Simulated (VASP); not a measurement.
**YbGe2: single point with PBEsol**

YbGe2:

```
CELL_PARAMETERS angstrom
4.27844 0.00000 0.00000
-2.13922 3.70523 0.00000
0.00000 0.00000 3.85360
ATOMIC_POSITIONS crystal
Yb 0.00000 0.00000 0.00000
Ge 0.33333 0.66667 0.50000
Ge 0.66667 0.33333 0.50000
```

| Property | Result |
| --- | --- |
| Program | VASP 6.6.1 |
| Task | single point |
| Functional | PBEsol |
| Potentials or basis | VASP PAW PBE potentials, release 64 (Yb, Ge_d) |
| Cutoff | 520 eV |
| k mesh | 10 × 10 × 8 |
| Occupations | gaussian, width 0.05 eV |
| Spin | no spin polarisation |

| Property | Result |
| --- | --- |
| Pressure | 0.2 GPa |
| Band gap on the k mesh | zero (bands 26 and 27 overlap by 0.67 eV) |

Levels at points of the mesh, in eV from the Fermi level:
```tsv
k point	band 22	band 23	band 24	band 25	band 26	band 27	band 28	band 29	band 30	band 31
(0.00, 0.00, 0.00)	-0.50	-0.50	-0.39	-0.31	-0.13	0.09	1.92	1.92	3.26	4.25
(0.50, 0.00, 0.00)	-0.48	-0.47	-0.43	-0.42	-0.35	2.27	3.07	3.60	3.72	4.53
(0.00, 0.00, 0.50)	-0.43	-0.43	-0.39	-0.23	-0.23	-0.15	-0.15	2.05	2.05	2.61
(0.50, 0.00, 0.50)	-0.47	-0.45	-0.45	-0.43	-0.40	0.07	3.59	4.99	5.17	5.59
```

Wall time 3.6 min on 1 thread of Intel(R) Xeon(R) 6975P-C (Granite Rapids), with other jobs on the host, peak memory 0.29 GiB.

Caveat: the PAW data sets were made with another functional, which shifts forces and pressure a little; spin-orbit coupling is left out, which moves the levels of the heavy elements. Spin polarisation is off, so any magnetic state and its effect on volume and gap are missing.
